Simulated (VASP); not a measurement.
Set up this calculation in VASP 6.6.1, as the native input.

```
Task                   : single point
Functional             : PBE
Potentials or basis    : VASP PAW PBE potentials, release 64 (S)
Cutoff                 : 520 eV
k mesh                 : 10 × 10 × 14
Occupations            : fermi-dirac, width 0.08 eV
Spin                   : no spin polarisation
Dipole correction      : no
Further INCAR settings : ALGO = Normal; EDIFF = 1e-06; NBANDS = 16
```

The structure of S lies in POSCAR:

```
S
1.0
    3.6852831245      0.0000000000      0.0000000000
   -1.8426415623      3.1915488059      0.0000000000
    0.0000000000      0.0000000000      2.0784407178
S
3
Direct
    0.0000000000      0.0000000000      0.0000000000
    0.3333333333      0.6666666667      0.5000000000
    0.6666666667      0.3333333333      0.5000000000
```

One way to write it, as run:

INCAR

```
PREC = Accurate
ENCUT = 520
EDIFF = 1E-6
ISMEAR = -1
SIGMA = 0.08
LREAL = False
LASPH = True
NELM = 100
ALGO = Normal
ISIF = 2
LWAVE = False
LCHARG = True
GGA = PE
LELF = True
LVHAR = True
NBANDS = 16
```

KPOINTS

```
Automatic mesh
0
Gamma
  10 10 14
```

Potentials or basis: VASP PAW PBE potentials, release 64 (S).

The run is started by

```sh
$ cat potpaw_PBE.64/S/POTCAR > POTCAR
$ mpirun -np 1 vasp_std > vasp.out
```

Results of the run:

The pressure is 197.3 GPa and the band gap on the k mesh is zero (band 9 reaches 27.94 eV, above the bottom of band 10 at 16.21 eV).

It took 14 s on 1 thread of AMD EPYC 9R45 96-Core Processor (Zen 5), with other jobs on the host, peak memory 0.12 GiB.
